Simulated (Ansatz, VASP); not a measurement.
## Two plane-wave programs on GaN

```xyz
2
Lattice="0.0000 2.2277 2.2277 2.2277 0.0000 2.2277 2.2277 2.2277 0.0000" Properties=species:S:1:pos:R:3 pbc="T T T"
Ga    0.0000    0.0000    0.0000
N     1.1139    1.1139    1.1139
```

Alike in both runs: functional LDA; k mesh 10 × 10 × 10; occupations gaussian, width 0.02 eV; no spin polarisation.

Ansatz relaxed the structure, and its values are those at the end. VASP's run is a single point on that final structure, the one shown.

|  | VASP | Ansatz |
| --- | --- | --- |
| version | VASP 6.6.1 | Ansatz 0.2.0 |
| potentials or method | VASP PAW LDA potentials, release 64 (Ga_d, N), cutoff 600 eV | scalar-relativistic, plane waves, PAW |
| valence electrons in the cell | 18 | 18 |

|  | VASP | Ansatz | Ansatz less VASP |
| --- | --- | --- | --- |
| gap on the k mesh at the Fermi level (eV) | 1.97 | 1.96 | -0.017 |
| least direct gap on the mesh (eV) | 1.97 | 1.96 | -0.017 |
| pressure (GPa) | 1.0 | 0.0 | -1.02 |

LDA's correlation is that of Perdew and Zunger in VASP and of Perdew and Wang (1992) in Ansatz.
